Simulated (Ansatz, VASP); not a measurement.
**In: VASP beside Ansatz**

File INCAR:

```
PREC = Accurate
ENCUT = 520
EDIFF = 1E-6
ISMEAR = -1
SIGMA = 0.05
LREAL = F
LASPH = T
NELM = 60
ALGO = Normal
ISIF = 2
LWAVE = F
LCHARG = F
NBANDS = 12
```

Contents of KPOINTS:

```
regular mesh
0
Gamma
  14 14 14
```

The input POSCAR:

```
In
1.0
   -1.5936270000      1.5936270000      2.4739500000
    1.5936270000     -1.5936270000      2.4739500000
    1.5936270000      1.5936270000     -2.4739500000
In
1
Direct
    0.0000000000      0.0000000000      0.0000000000
```

Input for Ansatz:

```yaml
crystal:
  lattice:
    - [-1.593627, 1.593627, 2.47395]
    - [1.593627, -1.593627, 2.47395]
    - [1.593627, 1.593627, -2.47395]
  atoms:
    - { symbol: In, position: [0.0, 0.0, 0.0] }
kpoints:
  mp_grid: { grid: [14, 14, 14] }
  band_path:
    path:
      - [0.0, 0.0, 0.0]
      - [0.0, 0.0, 0.5]
      - [0.25, 0.25, 0.25]
      - [0.0, 0.5, 0.0]
      - [0.0, 0.0, 0.0]
      - [0.5, 0.5, -0.5]
      - [0.3537364856, 0.6462635144, -0.3537364856]
      - [-0.3537364856, 0.3537364856, 0.3537364856]
      - [0.0, 0.0, 0.0]
    npoints: 5
scf:
  occupations: { method: fermi_dirac, width: 0.05 }
hamiltonian:
  xc: lda
  pseudopotentials: { kind: all_electron, lapw: { basis_error: 0.0005 } }
output:
  forces: true
  stress: true
  eigenvalues: true
```

Change from the starting cell: equal xx and yy strain of -2 %.

Alike in both runs: task single point; functional LDA; k mesh 14 × 14 × 14; occupations fermi-dirac, width 0.05 eV; no spin polarisation.

|  | VASP | Ansatz |
| --- | --- | --- |
| version | VASP 6.6.1 | Ansatz 0.2.0 |
| potentials or method | VASP PAW LDA potentials, release 64 (In_d), cutoff 520 eV | all-electron LAPW, scalar-relativistic |

|  | VASP | Ansatz | Ansatz less VASP |
| --- | --- | --- | --- |
| pressure (GPa) | -1.0 | -1.0 | -0.01 |
| traceless stress, the component that is largest in VASP (GPa) | -0.11 | -0.09 | +0.021 |

LDA's correlation is that of Perdew and Zunger in VASP and of Perdew and Wang (1992) in Ansatz. Ansatz ran all-electron here, and VASP with PAW potentials.
